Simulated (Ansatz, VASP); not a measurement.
**KF in VASP and in Ansatz**

File INCAR:

```
  ALGO = Normal
  EDIFF = 1E-6
  ENCUT = 520
  GGA = PE
  ISIF = 2
  ISMEAR = -1
  LASPH = T
  LCHARG = T
  LELF = T
  LREAL = F
  LVHAR = T
  LWAVE = F
  NBANDS = 15
  NELM = 80
  PREC = Accurate
  SIGMA = 0.02
```

Contents of KPOINTS:

```
k-points
0
Gamma
  8 8 8
```

File POSCAR:

```
KF
1.0
   -0.0886320185      2.5703285369      2.5703285369
    2.5703285369     -0.0886320185      2.5703285369
    2.5703285369      2.5703285369     -0.0886320185
K F
1 1
Direct
    0.0000000000      0.0000000000      0.0000000000
    0.5000000000      0.5000000000      0.5000000000
```

Input for Ansatz:

```yaml
crystal:
  lattice:
    - [-0.0886320185, 2.5703285369, 2.5703285369]
    - [2.5703285369, -0.0886320185, 2.5703285369]
    - [2.5703285369, 2.5703285369, -0.0886320185]
  atoms:
    - { symbol: K, position: [0.0, 0.0, 0.0] }
    - { symbol: F, position: [0.5, 0.5, 0.5] }
kpoints:
  mp_grid: { grid: [8, 8, 8] }
  band_path:
    path:
      - [0.0, 0.0, 0.0]
      - [0.5, 0.0, 0.5]
      - [0.625, 0.25, 0.625]
      - [0.375, 0.375, 0.75]
      - [0.5, 0.5, 0.5]
      - [0.5, 0.25, 0.75]
    npoints: 1
hamiltonian:
  xc: pbe
scf:
  occupations: { method: fermi_dirac, width: 0.02 }
  n_extra_bands: 4
output:
  forces: true
  stress: true
  eigenvalues: true
```

Change from the starting cell: shear_111 strain -5.0%.

Alike in both runs: task single point; functional PBE; k mesh 8 × 8 × 8; occupations fermi-dirac, width 0.02 eV; no spin polarisation.

|  | VASP | Ansatz |
| --- | --- | --- |
| version | VASP 6.6.1 | Ansatz 0.2.0 |
| potentials or method | VASP PAW PBE potentials, release 64 (K_sv, F) | plane waves, PAW |
| plane-wave cutoff (eV) | 520 | 420 |
| valence electrons in the cell | 16 | 16 |

```tsv
	VASP	Ansatz	Ansatz less VASP
gap on the k mesh at the Fermi level (eV)	6.48	6.50	+0.018
pressure (GPa)	4.1	4.0	-0.11
traceless stress, the component that is largest in VASP (GPa)	0.35	0.36	+0.007
```
